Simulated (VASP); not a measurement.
# Hg (P6_3/mmc) in VASP: further runs, part 2 of 2

VASP 6.6.1. Earlier steps stand in the parts before.

### 3 Single point, PBEsol

This run uses another cell than the first one, of 16.21 Å³/atom.

File INCAR:

```
SYSTEM = Hg
PREC = Accurate
ENCUT = 550
EDIFF = 1E-6
ISMEAR = 0
SIGMA = 0.1
LREAL = .False.
LASPH = .True.
NELM = 120
ALGO = Normal
ISIF = 2
LWAVE = .False.
LCHARG = .False.
GGA = PS
NBANDS = 27
GGA_COMPAT = .False.
```

File KPOINTS:

```
Automatic mesh
0
Gamma
  18 18 10
  0 0 0
```

File POSCAR:

```
Hg
1.0
    2.7972375269      0.0000000000      0.0000000000
   -1.3986187635      2.4224787587      0.0000000000
    0.0000000000      0.0000000000      4.7845607367
Hg
2
Direct
    0.6666666667      0.3333333333      0.7500000000
    0.3333333333      0.6666666667      0.2500000000
```

Potentials or basis: VASP PAW PBE potentials, release 64 (Hg_sv_GW).

Launch:

```
$ cat potpaw_PBE.64/Hg_sv_GW/POTCAR > POTCAR
$ mpirun -np 1 vasp_std > vasp.out
```

OUTCAR:

```text
SYSTEM = Hg
   PREC = Accurate
   ENCUT = 550
   EDIFF = 1E-6
   ISMEAR = 0
   LREAL = .False.
   LASPH = .True.
   NELM = 120
   ISIF = 2
   GGA = PS

 ion  position               nearest neighbor table
   1  0.667  0.333  0.750-   2 2.89   2 2.89   2 2.89   2 2.89   2 2.89   2 2.89
   2  0.333  0.667  0.250-   1 2.89   1 2.89   1 2.89   1 2.89   1 2.89   1 2.89

  LATTYP: Found a hexagonal cell.
 ALAT       =     2.7972375269
 C/A-ratio  =     1.7104592265

  Lattice vectors:

 A1 = (   2.7972375269,   0.0000000000,   0.0000000000)
 A2 = (  -1.3986187635,   2.4224787587,   0.0000000000)
 A3 = (   0.0000000000,   0.0000000000,   4.7845607367)

Analysis of symmetry for initial positions (statically):
=====================================================================
 Subroutine PRICEL returns:
 Original cell was already a primitive cell.

 Routine SETGRP: Setting up the symmetry group for a
 hexagonal supercell.

 Subroutine GETGRP returns: Found 24 space group operations
 (whereof 12 operations were pure point group operations)
 out of a pool of 24 trial point group operations.

The static configuration has the point symmetry D_3d.
 The point group associated with its full space group is D_6h.

Analysis of symmetry for dynamics (positions and initial velocities):
=====================================================================
 Subroutine PRICEL returns:
 Original cell was already a primitive cell.

 Routine SETGRP: Setting up the symmetry group for a
 hexagonal supercell.

 Subroutine GETGRP returns: Found 24 space group operations
 (whereof 12 operations were pure point group operations)
 out of a pool of 24 trial point group operations.

The dynamic configuration has the point symmetry D_3d.
 The point group associated with its full space group is D_6h.

 Subroutine INISYM returns: Found 24 space group operations
 (whereof 12 operations are pure point group operations),
 and found     1 'primitive' translations

----------------------------------------------------------------------------------------

                                     Primitive cell

  volume of cell :      32.4214

  direct lattice vectors                    reciprocal lattice vectors
     2.797237527  0.000000000  0.000000000     0.357495561  0.206400159  0.000000000
    -1.398618764  2.422478759  0.000000000     0.000000000  0.412800317  0.000000000
     0.000000000  0.000000000  4.784560737     0.000000000  0.000000000  0.209005603

  length of vectors
     2.797237527  2.797237527  4.784560737     0.412800317  0.412800317  0.209005603

  position of ions in fractional coordinates (direct lattice)
     0.666666667  0.333333333  0.750000000
     0.333333333  0.666666667  0.250000000

  ion indices of the primitive-cell ions
   primitive index   ion index
                 1           1
                 2           2

----------------------------------------------------------------------------------------

 KPOINTS: Automatic mesh

Automatic generation of k-mesh.
 Grid dimensions read from file:
 generate k-points for:   18   18   10

 Generating k-lattice:

  Cartesian coordinates                     Fractional coordinates (reciprocal lattice)
     0.019860865  0.011466675  0.000000000     0.055555556 -0.000000000  0.000000000
     0.000000000  0.022933351  0.000000000     0.000000000  0.055555556  0.000000000
     0.000000000  0.000000000  0.020900560     0.000000000  0.000000000  0.100000000

  Length of vectors
     0.022933351  0.022933351  0.020900560

  Shift w.r.t. Gamma in fractional coordinates (k-lattice)
     0.000000000  0.000000000  0.000000000

 Subroutine IBZKPT returns following result:
 ===========================================

 Found    222 irreducible k-points:

 Following reciprocal coordinates:
            Coordinates               Weight
  0.000000  0.000000  0.000000      1.000000
  0.055556 -0.000000  0.000000      6.000000
  0.111111 -0.000000  0.000000      6.000000
  0.166667 -0.000000  0.000000      6.000000
  0.222222 -0.000000  0.000000      6.000000
  0.277778  0.000000  0.000000      6.000000
[... 16 lines left out ...]
  0.333333  0.111111  0.000000     12.000000
  0.388889  0.111111  0.000000     12.000000
 [... further k-points ...]
   k-points           NKPTS =    222   k-points in BZ     NKDIM =    222   number of bands    NBANDS=     27
   number of dos      NEDOS =    301   number of ions     NIONS =      2
   total plane-waves  NPLWV =  23040
   dimension x,y,z NGX =    24 NGY =   24 NGZ =   40
   dimension x,y,z NGXF=    48 NGYF=   48 NGZF=   80
   ions per type =               2
   NGX,Y,Z   is equivalent  to a cutoff of  14.26, 14.26, 13.90 a.u.
   NGXF,Y,Z  is equivalent  to a cutoff of  28.53, 28.53, 27.80 a.u.
 SYSTEM =  Hg
   PREC   = accura    normal or accurate (medium, high low for compatibility)
   ISTART =      0    job   : 0-new  1-cont  2-samecut
   ICHARG =      2    charge: 1-file 2-atom 10-const
   ISPIN  =      1    spin polarized calculation?
   LNONCOLLINEAR =      F non collinear calculations
   LSORBIT =      F    spin-orbit coupling
   LASPH  =      T    aspherical Exc in radial PAW
   ENCUT  =  550.0 eV  40.42 Ry    6.36 a.u.   5.35  5.35  9.15*2*pi/ulx,y,z
   NELM   =    120;   NELMIN=  2; NELMDL= -5     # of ELM steps
   EDIFF  = 0.1E-05   stopping-criterion for ELM
   LREAL  =      F    real-space projection
   EDIFFG = 0.1E-04   stopping-criterion for IOM
   NSW    =      0    number of steps for IOM
   IBRION =     -1    ionic relax: 0-MD 1-quasi-New 2-CG
   NFREE  =      0    steps in history (QN), initial steepest desc. (CG)
   ISIF   =      2    stress and relaxation
   ISYM   =      2    0-nonsym 1-usesym 2-fastsym
   POTIM  = 0.5000    time-step for ionic-motion
   TEBEG  =    0.0;   TEEND  =   0.0 temperature during run
   PSTRESS=    0.0 pullay stress
   NELECT =      40.0000    total number of electrons
   NUPDOWN=      -1.0000    fix difference up-down
   EMIN   =  10.00;   EMAX   =-10.00  energy-range for DOS
   EFERMI =   0.00;   METHOD = LEGACY
   ISMEAR =     0;   SIGMA  =   0.10  broadening in eV -4-tet -1-fermi 0-gaus
   EFERMI_NEDOS =   21; number of points for ismear=-14 and -15
   IALGO  =     38    algorithm
   IMIX   =      4    mixing-type and parameters
     AMIX     =   0.40;   BMIX     =  1.00
     AMIX_MAG =   1.60;   BMIX_MAG =  1.00
  volume/ion in A,a.u.               =      16.21       109.40
  Fermi-wavevector in a.u.,A,eV,Ry     =   1.755838  3.318052 41.946298  3.082966
  Thomas-Fermi vector in A             =   2.825505
   LORBIT       =      0    0 simple, 1 ext, 2 COOP (PROOUT), +10 PAW based schemes
   GGA     = PS    functional components
   LHFCALC =     F    Hartree Fock is set to
   AEXX    =    0.0000 exact exchange contribution
   IVDW    =     0    specifies the selected vdW correction
   LEPSILON=     F    determine dielectric tensor
   LRPA    =     F    only Hartree local field effects (RPA)
 non-spin polarized calculation
 Gauss-broadening in eV      SIGMA  =   0.10
  energy-cutoff  :      550.00
  volume of cell :       32.42
 maximum number of plane-waves:       967
 NGX is ok and might be reduce to    24
   NGX = 11   NGY = 11   NGZ = 19

 number of electron      39.9999992 magnetization

 Free energy of the ion-electron system (eV)
  ---------------------------------------------------
  ext. energy  EPLUGINS =         0.00000000
  ---------------------------------------------------
  free energy    TOTEN  =         0.30568324 eV

  energy without entropy =        0.30805286  energy(sigma->0) =        0.30686805

 E-fermi :  11.7477     XC(G=0): -13.9189

 val. band max:       11.7410564726   @ k =   0.1667   0.0556   0.1000
 cond. band min:      11.7510143406   @ k =   0.3333   0.3333   0.4000
 fundamental gap:      0.0099578680
 Fermi energy:        11.7477183861

 k-point     1 :       0.0000    0.0000    0.0000
  band No.  band energies     occupation
      1    -105.0225      2.00000
      2    -105.0150      2.00000
      3     -53.4045      2.00000
      4     -53.2686      2.00000
      5     -53.2686      2.00000
      6     -53.2470      2.00000
[... 19 lines left out ...]
     26      27.6453      0.00000
     27      30.5483      0.00000
[... 661 lines left out ...]
 k-point    24 :       0.3889    0.1111    0.0000
  band No.  band energies     occupation
      1    -105.0117      2.00000
      2    -105.0092      2.00000
      3     -53.4287      2.00000
      4     -53.4087      2.00000
      5     -53.3314      2.00000
      6     -53.3280      2.00000
[... 19 lines left out ...]
     26      23.6101      0.00000
     27      24.8220      0.00000

 [... further k-points ...]

------------------------ aborting loop because EDIFF is reached ----------------------------------------

  FORCE on cell =-STRESS in cart. coord.  units (eV):
  Direction    XX          YY          ZZ          XY          YZ          ZX
  --------------------------------------------------------------------------------------
  -------------------------------------------------------------------------------------
  Total       10.0755895     10.0755895     10.0444112     -0.0000000     -0.0000000      0.0000000
  in kB      497.9086303    497.9086303    496.3678794     -0.0000000     -0.0000000      0.0000000
  external PRESSURE =     497.3950466 kB  Pullay stress =       0.0000000 kB

 VOLUME and BASIS-vectors are now :
 -----------------------------------------------------------------------------
  energy-cutoff  :      550.00
  volume of cell :       32.42
      direct lattice vectors                 reciprocal lattice vectors
     2.797237527  0.000000000  0.000000000     0.357495561  0.206400159  0.000000000
    -1.398618764  2.422478759  0.000000000     0.000000000  0.412800317  0.000000000
     0.000000000  0.000000000  4.784560737     0.000000000  0.000000000  0.209005603

 POSITION                                       TOTAL-FORCE (eV/Angst)
 -----------------------------------------------------------------------------------
      1.39862      0.80749      3.58842        -0.000000     -0.000000      0.000000
     -0.00000      1.61499      1.19614         0.000000      0.000000      0.000000
 -----------------------------------------------------------------------------------
    total drift:                                0.000000     -0.000000      0.000000

  FREE ENERGIE OF THE ION-ELECTRON SYSTEM (eV)
  ---------------------------------------------------
  free  energy   TOTEN  =         0.3056832353 eV

  energy  without entropy=        0.3080528596  energy(sigma->0) =        0.30686805
```

Run time: 67 s. Hardware: 1 thread of Intel Xeon 6975P-C (Granite Rapids), shared host; peak memory 0.32 GiB.

Results:

| Item | Value |
| --- | --- |
| Free energy | 0.3057 eV |
| Pressure | 49.7 GPa |
| Band gap on the k mesh | zero (bands 20 and 21 overlap by 2.37 eV) |

Caveat: the cell stands under pressure; the PAW data sets were made with another functional, which shifts forces and pressure a little; spin-orbit coupling is left out, which moves the levels of the heavy elements.

### 4 Single point, PBEsol

This run uses another cell than the first one, of 19.70 Å³/atom.

File INCAR:

```
  PREC = Accurate
  ENCUT = 550
  EDIFF = 1E-6
  ISMEAR = 0
  SIGMA = 0.1
  LREAL = F
  LASPH = T
  NELM = 120
  ALGO = Normal
  ISIF = 2
  LWAVE = F
  LCHARG = T
  GGA = PS
  LELF = T
  LVHAR = T
  NBANDS = 27
  GGA_COMPAT = F
```

File KPOINTS:

```
regular mesh
0
Gamma
  15 15 8
```

File POSCAR:

```
Hg
1.0
    3.0256396462      0.0000000000      0.0000000000
   -1.5128198231      2.6202807963      0.0000000000
    0.0000000000      0.0000000000      4.9698876313
Hg
2
Direct
    0.6666666667      0.3333333333      0.7500000000
    0.3333333333      0.6666666667      0.2500000000
```

Launch:

```
$ cat potpaw_PBE.64/Hg_sv_GW/POTCAR > POTCAR
$ mpirun -np 1 vasp_std > vasp.out
```

Run time: 1.7 min. Hardware: 1 thread of Intel Xeon Platinum 8375C at 2.90GHz (Ice Lake), shared host; peak memory 0.28 GiB.

It converged, with:

* Free energy: -0.8963 eV
* Pressure: 11.7 GPa
* Band gap on the k mesh: zero (bands 20 and 21 overlap by 1.80 eV)

Levels at points of the mesh, in eV from the Fermi level:
```csv
k point,band 17,band 18,band 19,band 20,band 21,band 22,band 23,band 24
"(0.00, 0.00, 0.00)",-7.25,-6.30,-6.30,-2.76,-1.42,12.47,13.86,13.89
"(0.00, 0.00, 0.50)",-6.61,-6.61,-6.61,-6.61,7.12,7.12,12.67,12.67
```

Caveat: the cell stands under pressure; the PAW data sets were made with another functional, which shifts forces and pressure a little; spin-orbit coupling is left out, which moves the levels of the heavy elements.

### 5 Summary

```tsv
cell	k mesh	gap on the mesh (eV)	pressure (GPa)
a = 2.718, b = 2.718, c = 4.573 Å, angles 90.0, 90.0, 120.0°, 2 atoms	18 × 18 × 10	none	89.8
a = 2.797, b = 2.797, c = 4.785 Å, angles 90.0, 90.0, 120.0°, 2 atoms	18 × 18 × 10	none	49.7
a = 3.026, b = 3.026, c = 4.970 Å, angles 90.0, 90.0, 120.0°, 2 atoms	15 × 15 × 8	none	11.7
```

Alike in all rows: task single point; level PBEsol; potentials or basis VASP PAW PBE potentials, release 64 (Hg_sv_GW); no spin polarisation; cutoff (eV) 550; smearing gaussian 0.1 eV.

Caveats: the cell stands under pressure; the PAW data sets were made with another functional, which shifts forces and pressure a little; spin-orbit coupling is left out, which moves the levels of the heavy elements.

Total energies depend on the potentials used, so only differences within one code and one set of settings carry meaning.

The gap in the log of VASP goes by the Fermi energy; the results here count the filled bands.